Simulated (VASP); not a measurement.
**Ca: single point with PBE**

Crystal: Ca.

```
CELL_PARAMETERS angstrom
3.90604 0.00000 0.00000
-1.95302 3.38273 0.00000
0.00000 0.00000 6.42146
ATOMIC_POSITIONS crystal
Ca 0.33333 0.66667 0.25000
Ca 0.66667 0.33333 0.75000
```

This isn't the form of Ca at room conditions, which is fcc.

| Item | Value |
| --- | --- |
| Program | VASP 6.6.1 |
| Task | single point |
| Functional | PBE |
| Potentials or basis | VASP PAW PBE potentials, release 64 (Ca_sv) |
| Cutoff | 520 eV |
| k mesh | 15 × 15 × 8 |
| Occupations | fermi-dirac, width 0.1 eV |
| Spin | no spin polarisation |
| Dipole correction | no |
| Further INCAR settings | ALGO = Normal; EDIFF = 1e-07; NBANDS = 17 |

```
Pressure               : 0.0 GPa
Band gap on the k mesh : zero (bands 10 and 11 overlap by 0.44 eV)
```

Levels at points of the mesh, in eV from the Fermi level:
```
           k point  band 8  band 9  band 10  band 11  band 12  band 13
(0.00, 0.00, 0.00)  -22.96   -4.05    -1.05    -0.23     2.26     2.29
(0.00, 0.00, 0.50)  -22.97   -3.05    -3.05     1.38     1.38     2.29
```

It took 71 s on 1 thread of Intel(R) Xeon(R) 6975P-C (Granite Rapids), on a shared host, peak memory 0.3 GiB.
